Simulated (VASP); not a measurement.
# MnSb (P6_3/mmc) in VASP: a series of runs

The runs below take MnSb through single point, with PBEsol.

Everything below comes from runs of VASP 6.6.1. Logs are shortened: lines on timing, memory, paths and dates and some standing lists are left out, and cuts for length are marked.

## (1) The cell of the first run

The structure is hexagonal, space group P6_3/mmc (No. 194). Conventional cell: a = 4.150 Å, b = 4.150 Å, c = 5.780 Å, α = 90.00°, β = 90.00°, γ = 120.00°. Mn (site symmetry -3m) has 6 Sb at 2.80 Å and 2 Mn at 2.89 Å within 3.7 Å. Within 3.7 Å of Sb (site symmetry -6m2) lie 6 Mn at 2.80 Å.

## (2) Single point, PBEsol, collinear spin, ferromagnetic start

INCAR reads:

```
  ALGO = Normal
  EDIFF = 1E-7
  ENCUT = 520
  GGA = PS
  ISIF = 2
  ISMEAR = -1
  ISPIN = 2
  LASPH = T
  LCHARG = F
  LMAXMIX = 4
  LORBIT = 11
  LREAL = F
  LWAVE = F
  MAGMOM = 3.4 3.4 0 0
  NBANDS = 30
  NELM = 150
  PREC = Accurate
  SIGMA = 0.1
```

KPOINTS reads:

```
k-points
0
Gamma
  9 9 6
```

POSCAR reads:

```
MnSb
1.0
    4.1500000000      0.0000000000      0.0000000000
   -2.0750000000      3.5940054257      0.0000000000
    0.0000000000      0.0000000000      5.7800000000
Mn Sb
2 2
Direct
    0.0000000000      0.0000000000      0.0000000000
    0.0000000000      0.0000000000      0.5000000000
    0.3333333333      0.6666666667      0.2500000000
    0.6666666667      0.3333333333      0.7500000000
```

Potentials or basis: VASP PAW PBE potentials, release 64 (Mn_pv, Sb).

Launch:

```
$ cat potpaw_PBE.64/Mn_pv/POTCAR potpaw_PBE.64/Sb/POTCAR > POTCAR
$ mpirun -np 1 vasp_std > vasp.out
```

OUTCAR:

```text
EDIFF = 1E-7
   ENCUT = 520
   GGA = PS
   ISIF = 2
   ISMEAR = -1
   ISPIN = 2
   LASPH = T
   LORBIT = 11
   LREAL = F
   NELM = 150
   PREC = Accurate

 ion  position               nearest neighbor table
   1  0.000  0.000  0.000-   3 2.80   4 2.80   3 2.80   4 2.80   4 2.80   3 2.80   2 2.89   2 2.89

   2  0.000  0.000  0.500-   3 2.80   4 2.80   3 2.80   4 2.80   4 2.80   3 2.80   1 2.89   1 2.89

   3  0.333  0.667  0.250-   1 2.80   2 2.80   1 2.80   2 2.80   1 2.80   2 2.80   4 3.75   4 3.75
                             4 3.75   4 3.75   4 3.75   4 3.75
   4  0.667  0.333  0.750-   1 2.80   2 2.80   1 2.80   2 2.80   1 2.80   2 2.80   3 3.75   3 3.75
                             3 3.75   3 3.75   3 3.75   3 3.75

  LATTYP: Found a hexagonal cell.
 ALAT       =     4.1500000000
 C/A-ratio  =     1.3927710843

  Lattice vectors:

 A1 = (   4.1500000000,   0.0000000000,   0.0000000000)
 A2 = (  -2.0750000000,   3.5940054257,   0.0000000000)
 A3 = (   0.0000000000,   0.0000000000,   5.7800000000)

Analysis of symmetry for initial positions (statically):
=====================================================================
 Subroutine PRICEL returns:
 Original cell was already a primitive cell.

 Routine SETGRP: Setting up the symmetry group for a
 hexagonal supercell.

 Subroutine GETGRP returns: Found 24 space group operations
 (whereof 12 operations were pure point group operations)
 out of a pool of 24 trial point group operations.

The static configuration has the point symmetry D_3d.
 The point group associated with its full space group is D_6h.

Analysis of symmetry for dynamics (positions and initial velocities):
=====================================================================
 Subroutine PRICEL returns:
 Original cell was already a primitive cell.

 Routine SETGRP: Setting up the symmetry group for a
 hexagonal supercell.

 Subroutine GETGRP returns: Found 24 space group operations
 (whereof 12 operations were pure point group operations)
 out of a pool of 24 trial point group operations.

The dynamic configuration has the point symmetry D_3d.
 The point group associated with its full space group is D_6h.

Analysis of structural, dynamic, and magnetic symmetry:
=====================================================================
 Subroutine PRICEL returns:
 Original cell was already a primitive cell.

 Routine SETGRP: Setting up the symmetry group for a
 hexagonal supercell.

 Subroutine GETGRP returns: Found 24 space group operations
 (whereof 12 operations were pure point group operations)
 out of a pool of 24 trial point group operations.

The overall configuration has the point symmetry D_3d.
 The point group associated with its full space group is D_6h.

 Subroutine INISYM returns: Found 24 space group operations
 (whereof 12 operations are pure point group operations),
 and found     1 'primitive' translations

----------------------------------------------------------------------------------------

                                     Primitive cell

  volume of cell :      86.2094

  direct lattice vectors                    reciprocal lattice vectors
     4.150000000  0.000000000  0.000000000     0.240963855  0.139120547  0.000000000
    -2.075000000  3.594005426  0.000000000     0.000000000  0.278241094  0.000000000
     0.000000000  0.000000000  5.780000000     0.000000000  0.000000000  0.173010381

  length of vectors
     4.150000000  4.150000000  5.780000000     0.278241094  0.278241094  0.173010381

  position of ions in fractional coordinates (direct lattice)
     0.000000000  0.000000000  0.000000000
     0.000000000  0.000000000  0.500000000
     0.333333333  0.666666667  0.250000000
     0.666666667  0.333333333  0.750000000

  ion indices of the primitive-cell ions
   primitive index   ion index
                 1           1
                 2           2
                 3           3
                 4           4

----------------------------------------------------------------------------------------

 KPOINTS: k-points

Automatic generation of k-mesh.
 Grid dimensions read from file:
 generate k-points for:    9    9    6

 Generating k-lattice:

  Cartesian coordinates                     Fractional coordinates (reciprocal lattice)
     0.026773762  0.015457839  0.000000000     0.111111111  0.000000000  0.000000000
     0.000000000  0.030915677  0.000000000     0.000000000  0.111111111  0.000000000
     0.000000000  0.000000000  0.028835063     0.000000000  0.000000000  0.166666667

  Length of vectors
     0.030915677  0.030915677  0.028835063

  Shift w.r.t. Gamma in fractional coordinates (k-lattice)
     0.000000000  0.000000000  0.000000000

 Subroutine IBZKPT returns following result:
 ===========================================

 Found     48 irreducible k-points:

 Following reciprocal coordinates:
            Coordinates               Weight
  0.000000  0.000000  0.000000      1.000000
  0.111111  0.000000  0.000000      6.000000
  0.222222 -0.000000  0.000000      6.000000
  0.333333  0.000000  0.000000      6.000000
  0.444444 -0.000000  0.000000      6.000000
  0.111111  0.111111  0.000000      6.000000
[... 16 lines left out ...]
  0.333333  0.222222  0.166667     24.000000
  0.333333  0.333333  0.166667      4.000000
 [... further k-points ...]
   k-points           NKPTS =     48   k-points in BZ     NKDIM =     48   number of bands    NBANDS=     30
   number of dos      NEDOS =    301   number of ions     NIONS =      4
   total plane-waves  NPLWV =  49152
   dimension x,y,z NGX =    32 NGY =   32 NGZ =   48
   dimension x,y,z NGXF=    64 NGYF=   64 NGZF=   96
   ions per type =               2   2
   NGX,Y,Z   is equivalent  to a cutoff of  12.82, 12.82, 13.81 a.u.
   NGXF,Y,Z  is equivalent  to a cutoff of  25.64, 25.64, 27.61 a.u.
 SYSTEM =  unknown system
   PREC   = accura    normal or accurate (medium, high low for compatibility)
   ISTART =      0    job   : 0-new  1-cont  2-samecut
   ICHARG =      2    charge: 1-file 2-atom 10-const
   ISPIN  =      2    spin polarized calculation?
   LNONCOLLINEAR =      F non collinear calculations
   LSORBIT =      F    spin-orbit coupling
   LASPH  =      T    aspherical Exc in radial PAW
   ENCUT  =  520.0 eV  38.22 Ry    6.18 a.u.   7.72  7.72 10.75*2*pi/ulx,y,z
   NELM   =    150;   NELMIN=  2; NELMDL= -5     # of ELM steps
   EDIFF  = 0.1E-06   stopping-criterion for ELM
   LREAL  =      F    real-space projection
   EDIFFG = 0.1E-05   stopping-criterion for IOM
   NSW    =      0    number of steps for IOM
   IBRION =     -1    ionic relax: 0-MD 1-quasi-New 2-CG
   NFREE  =      0    steps in history (QN), initial steepest desc. (CG)
   ISIF   =      2    stress and relaxation
   ISYM   =      2    0-nonsym 1-usesym 2-fastsym
   POTIM  = 0.5000    time-step for ionic-motion
   TEBEG  =    0.0;   TEEND  =   0.0 temperature during run
   PSTRESS=    0.0 pullay stress
   NELECT =      36.0000    total number of electrons
   NUPDOWN=      -1.0000    fix difference up-down
   EMIN   =  10.00;   EMAX   =-10.00  energy-range for DOS
   EFERMI =   0.00;   METHOD = LEGACY
   ISMEAR =    -1;   SIGMA  =   0.10  broadening in eV -4-tet -1-fermi 0-gaus
   EFERMI_NEDOS =   21; number of points for ismear=-14 and -15
   IALGO  =     38    algorithm
   IMIX   =      4    mixing-type and parameters
     AMIX     =   0.40;   BMIX     =  1.00
     AMIX_MAG =   1.60;   BMIX_MAG =  1.00
  volume/ion in A,a.u.               =      21.55       145.44
  Fermi-wavevector in a.u.,A,eV,Ry     =   1.223651  2.312364 20.372288  1.497321
  Thomas-Fermi vector in A             =   2.358754
   LORBIT       =     11    0 simple, 1 ext, 2 COOP (PROOUT), +10 PAW based schemes
   GGA     = PS    functional components
   LHFCALC =     F    Hartree Fock is set to
   AEXX    =    0.0000 exact exchange contribution
   IVDW    =     0    specifies the selected vdW correction
   LEPSILON=     F    determine dielectric tensor
   LRPA    =     F    only Hartree local field effects (RPA)
 spin polarized calculation
  energy-cutoff  :      520.00
  volume of cell :       86.21
 maximum number of plane-waves:      2350
 NGX is ok and might be reduce to    32
   NGX = 15   NGY = 15   NGZ = 21

 number of electron      36.0000010 magnetization       6.6530095

 Free energy of the ion-electron system (eV)
  ---------------------------------------------------
  ext. energy  EPLUGINS =         0.00000000
  ---------------------------------------------------
  free energy    TOTEN  =       -28.26301747 eV

  energy without entropy =      -28.18771763  energy(sigma->0) =      -28.22536755

 E-fermi :   7.5052     XC(G=0): -10.7408

 val. band max:        7.4830536012   @ k =   0.2222   0.1111   0.3333
 cond. band min:       7.5349309313   @ k =   0.0000   0.0000   0.1667
 fundamental gap:      0.0518773301
 Fermi energy:         7.5051830868

 spin component 1

 k-point     1 :       0.0000    0.0000    0.0000
  band No.  band energies     occupation
      1     -42.2529      1.00000
      2     -42.2529      1.00000
      3     -42.2453      1.00000
      4     -42.2453      1.00000
      5     -42.0337      1.00000
      6     -41.9530      1.00000
[... 781 lines left out ...]
     29      15.9478      0.00000
     30      15.9880      0.00000

 [... further k-points ...]

 spin component 2

 k-point     1 :       0.0000    0.0000    0.0000
  band No.  band energies     occupation
      1     -38.6904      1.00000
      2     -38.6904      1.00000
      3     -38.6812      1.00000
      4     -38.6812      1.00000
      5     -38.6258      1.00000
      6     -38.5305      1.00000
[... 781 lines left out ...]
     29      16.1609      0.00000
     30      16.5212      0.00000

 [... further k-points ...]
[... 5 lines left out ...]
  --------------------------------------------------------------------------------------
  -------------------------------------------------------------------------------------
  Total       -3.6342399     -3.6342399     -4.2515120      0.0000000     -0.0000000      0.0000000
  in kB      -67.5413156    -67.5413156    -79.0131407      0.0000000     -0.0000000      0.0000000
  external PRESSURE =     -71.3652573 kB  Pullay stress =       0.0000000 kB

 VOLUME and BASIS-vectors are now :
 -----------------------------------------------------------------------------
  energy-cutoff  :      520.00
  volume of cell :       86.21
      direct lattice vectors                 reciprocal lattice vectors
     4.150000000  0.000000000  0.000000000     0.240963855  0.139120547  0.000000000
    -2.075000000  3.594005426  0.000000000     0.000000000  0.278241094  0.000000000
     0.000000000  0.000000000  5.780000000     0.000000000  0.000000000  0.173010381

 POSITION                                       TOTAL-FORCE (eV/Angst)
 -----------------------------------------------------------------------------------
      0.00000      0.00000      0.00000         0.000000      0.000000      0.000000
      0.00000      0.00000      2.89000         0.000000      0.000000      0.000000
     -0.00000      2.39600      1.44500        -0.000000     -0.000000     -0.000000
      2.07500      1.19800      4.33500         0.000000     -0.000000      0.000000
 -----------------------------------------------------------------------------------
    total drift:                                0.000000     -0.000000      0.000000

  FREE ENERGIE OF THE ION-ELECTRON SYSTEM (eV)
  ---------------------------------------------------
  free  energy   TOTEN  =       -28.2630174697 eV

  energy  without entropy=      -28.1877176333  energy(sigma->0) =      -28.22536755

 total charge

# of ion       s       p       d       tot
------------------------------------------
    1        0.275   6.209   5.034  11.518
    2        0.275   6.209   5.034  11.518
    3        1.143   1.257   0.041   2.441
    4        1.143   1.257   0.041   2.441
--------------------------------------------------
tot          2.837  14.931  10.150  27.918

 magnetization (x)

# of ion       s       p       d       tot
------------------------------------------
    1        0.034   0.025   3.310   3.369
    2        0.034   0.025   3.310   3.369
    3        0.010  -0.142   0.005  -0.127
    4        0.010  -0.142   0.005  -0.127
--------------------------------------------------
tot          0.088  -0.235   6.632   6.485
```

It took 95 s on 1 thread of Intel Xeon 6975P-C (Granite Rapids), shared host; peak memory 0.36 GiB.

What came out:

```
Free energy                                           : -28.2630 eV
Pressure                                              : -7.1 GPa
Net moment                                            : 6.65 μB per cell
Site moments                                          : Mn +3.37; Sb -0.13 μB
Valence electrons inside the program's atomic spheres : Mn 11.52; Sb 2.44
```

Levels at points of the mesh, in eV from the Fermi level:
Spin up:
```
           k point  band 19  band 20  band 21  band 22  band 23  band 24
(0.00, 0.00, 0.00)    -0.50     0.47     0.47     2.25     2.25     2.60
(0.00, 0.00, 0.50)    -0.62    -0.62     1.71     1.71     1.71     1.71
```
Spin down:
```tsv
k point	band 12	band 13	band 14	band 15	band 16	band 17	band 18	band 19
(0.00, 0.00, 0.00)	-0.88	-0.04	-0.04	0.30	0.30	0.57	0.57	1.40
(0.00, 0.00, 0.50)	-1.60	-1.60	-1.60	0.49	0.49	0.49	0.49	0.81
```

Caveat: the PAW data sets were made with another functional, which shifts forces and pressure a little; spin-orbit coupling is left out, which moves the levels of the heavy elements; only a ferromagnetic start was run, and an antiferromagnetic order may lie lower in energy.

## (3) Single point, PBEsol, collinear spin, ferromagnetic start

INCAR reads:

```
SYSTEM = MnSb
PREC = Accurate
ENCUT = 520
EDIFF = 1E-6
ISMEAR = -1
SIGMA = 0.1
LREAL = .False.
LASPH = .True.
NELM = 150
ALGO = Normal
ISIF = 2
LWAVE = .False.
LCHARG = .False.
ISPIN = 2
MAGMOM = 3 3 0 0
LORBIT = 11
NUPDOWN = 6.0
LMAXMIX = 4
GGA = PS
NBANDS = 30
```

KPOINTS reads:

```
Automatic mesh
0
Gamma
  9 9 6
  0 0 0
```

POSCAR is that of step 2.

Potentials or basis: VASP PAW PBE potentials, release 64 (Mn_pv, Sb).

Launch:

```
$ cat potpaw_PBE.64/Mn_pv/POTCAR potpaw_PBE.64/Sb/POTCAR > POTCAR
$ mpirun -np 1 vasp_std > vasp.out
```

Wall time 3.5 min (1 thread of Oxide Virtual Turin-like, shared host); peak memory 0.33 GiB.

The run converged. Its results:

| Item | Value |
| --- | --- |
| Free energy | -28.1918 eV |
| Pressure | -9.5 GPa |
| Net moment | 6.00 μB per cell |
| Site moments | Mn +3.13; Sb -0.15 μB |
| Valence electrons inside the program's atomic spheres | Mn 11.53; Sb 2.43 |

Stress tensor (GPa, compression positive):
```
 -9.13   0.00   0.00
  0.00  -9.13   0.00
  0.00   0.00 -10.37
```

Caveat: the PAW data sets were made with another functional, which shifts forces and pressure a little; spin-orbit coupling is left out, which moves the levels of the heavy elements; the total moment is fixed, so each spin has its own Fermi level; only a ferromagnetic start was run, and an antiferromagnetic order may lie lower in energy.

(Part 1 of 2 ends here.)
